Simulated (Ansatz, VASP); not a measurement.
**One calculation of BeS, two programs**

File POSCAR:

```
BeS
1.0
    0.0000000000      2.4250000000      2.4250000000
    2.4250000000      0.0000000000      2.4250000000
    2.4250000000      2.4250000000      0.0000000000
Be S
1 1
Direct
    0.0000000000      0.0000000000      0.0000000000
    0.7500000000      0.7500000000      0.7500000000
```

File INCAR.step1:

```
  PREC = Accurate
  ENCUT = 520
  ISMEAR = 0
  SIGMA = 0.05
  LREAL = False
  LASPH = True
  NELM = 100
  NBANDS = 11
  GGA = PE
  ALGO = Normal
  EDIFF = 1E-4
  LWAVE = True
  LCHARG = False
```

The input INCAR.step2:

```
  PREC = Accurate
  ENCUT = 520
  EDIFF = 1E-7
  ISMEAR = 0
  SIGMA = 0.05
  LREAL = False
  LASPH = True
  NELM = 100
  ALGO = Normal
  ISIF = 2
  LWAVE = False
  LCHARG = False
  METAGGA = R2SCAN
  LMIXTAU = True
  NBANDS = 11
  ISTART = 1
```

KPOINTS

```
regular mesh
0
Gamma
  8 8 8
```

Input for Ansatz:

```yaml
crystal:
  lattice:
    - [0.0, 2.425, 2.425]
    - [2.425, 0.0, 2.425]
    - [2.425, 2.425, 0.0]
  atoms:
    - { symbol: Be, position: [0.0, 0.0, 0.0] }
    - { symbol: S, position: [0.75, 0.75, 0.75] }
basis:
  ecutwfc: 500
kpoints:
  mp_grid: { grid: [8, 8, 8] }
hamiltonian:
  xc: r2scan
scf:
  occupations: { method: gaussian, width: 0.05 }
output:
  forces: true
  stress: true
  eigenvalues: true
```

Alike in both runs: task single point; functional r2SCAN; k mesh 8 × 8 × 8; occupations gaussian, width 0.05 eV; no spin polarisation.

|  | VASP | Ansatz |
| --- | --- | --- |
| version | VASP 6.6.1 | Ansatz 0.2.0 |
| potentials or method | VASP PAW PBE potentials, release 64 (Be, S), cutoff 520 eV | scalar-relativistic, plane waves, PAW |
| valence electrons in the cell | 8 | 8 |

|  | VASP | Ansatz | Ansatz less VASP |
| --- | --- | --- | --- |
| gap on the k mesh at the Fermi level (eV) | 3.57 | 3.56 | -0.009 |
| least direct gap on the mesh (eV) | 6.26 | 6.23 | -0.030 |
| pressure (GPa) | 1.4 | 1.1 | -0.28 |

VASP's potentials were made for PBE, not for r2SCAN.
